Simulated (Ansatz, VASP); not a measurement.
One calculation of CdS, two programs

```
Cd S
1.0
     4.12464    0.00000    0.00000
    -2.06232    3.57204    0.00000
     0.00000    0.00000    6.70971
Cd S
2 2
Cartesian
  2.0623 1.1907 3.3562
  0.0000 2.3814 0.0013
  2.0623 1.1907 5.8831
  0.0000 2.3814 2.5282
```

Alike in both runs: task single point; functional PBEsol; k mesh 6 × 6 × 4; occupations gaussian, width 0.02 eV; no spin polarisation.

|  | VASP | Ansatz |
| --- | --- | --- |
| version | VASP 6.6.1 | Ansatz 0.2.0 |
| potentials or method | VASP PAW PBE potentials, release 64 (Cd, S), cutoff 520 eV | scalar-relativistic, plane waves, PAW |
| valence electrons in the cell | 36 | 52 |

VASP gave:

```
gap on the k mesh at the Fermi level (eV) : 1.10
least direct gap on the mesh (eV)         : 1.10
pressure (GPa)                            : 0.4
```

Question: Which values does Ansatz return?

Answer: gap on the k mesh at the Fermi level (eV): 1.09; least direct gap on the mesh (eV): 1.09; pressure (GPa): 0.0.

VASP's potentials were made for PBE, not for PBEsol, and Ansatz warns of the same on its side. With one functional, cell and mesh, what is left measures potentials, basis and numerics. VASP's potentials hold 36 valence electrons a cell and Ansatz's 52, so a difference there can come from the potentials and not from the codes.
